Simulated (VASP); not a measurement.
Wanted: the native input for a VASP 6.6.1 run.

```
Task                               : single point
Functional                         : HSE06
Potentials or basis                : VASP PAW PBE potentials, release 64 (Si)
Cutoff                             : 520 eV
k mesh                             : 6 × 6 × 6
Occupations                        : gaussian, width 0.01 eV
Spin                               : no spin polarisation
Dipole correction                  : no
Grid for exact exchange (PRECFOCK) : Normal
Further INCAR settings             : ALGO = Normal; EDIFF = 1e-06; NBANDS = 11
Screening parameter                : 0.2079 1/Å
```

The system is Si.

```
Si
1.0
     0.00000    2.65407    2.77137
     2.65407    0.00000    2.77137
     2.65407    2.65407    0.00000
Si
2
Direct
  0.00000 0.00000 0.00000
  0.25000 0.25000 0.25000
```

This cell differs from its parent crystal: epitaxial xy strain -2.5%.

One way to write it, as run:

POSCAR

```
Si
1.0
    0.0000000000      2.6540659233      2.7713727608
    2.6540659233      0.0000000000      2.7713727608
    2.6540659233      2.6540659233      0.0000000000
Si
2
Direct
    0.0000000000      0.0000000000      0.0000000000
    0.2500000000      0.2500000000      0.2500000000
```

INCAR.step1

```
PREC = Accurate ; ENCUT = 520
EDIFF = 1E-5 ; ISMEAR = 0
SIGMA = 0.01 ; LREAL = F
LASPH = T ; NELM = 100
ALGO = Normal ; ISIF = 2
LWAVE = T ; GGA = PE
NBANDS = 11
```

INCAR.step2

```
PREC = Accurate ; ENCUT = 520
EDIFF = 1E-6 ; ISMEAR = 0
SIGMA = 0.01 ; LREAL = F
LASPH = T ; NELM = 100
ALGO = Normal ; ISIF = 2
LWAVE = F ; LCHARG = T
GGA = PE ; LHFCALC = T
HFSCREEN = 0.2079 ; PRECFOCK = Normal
LELF = T ; LVHAR = T
ISTART = 1 ; NBANDS = 11
```

KPOINTS

```
regular mesh
0
Gamma
  6 6 6
```

Potentials or basis: VASP PAW PBE potentials, release 64 (Si).

Command:

```sh
$ cat potpaw_PBE.64/Si/POTCAR > POTCAR
$ cp INCAR.step1 INCAR
$ mpirun -np 1 vasp_std > vasp.out
$ cp INCAR.step2 INCAR
$ mpirun -np 1 vasp_std > vasp.out
```

It gave:

```yaml
Pressure: 2.8 GPa
Band_gap_on_the_k_mesh: 1.01 eV, indirect (least direct gap 3.18 eV)
```

Caveat: the cell differs from its parent crystal (epitaxial xy strain -2.5%); the PAW data sets were made with another functional, which shifts forces and pressure a little.

It took 27 min on 1 thread of Intel(R) Xeon(R) Platinum 8375C CPU @ 2.90GHz (Ice Lake), on a shared host, peak memory 0.27 GiB.
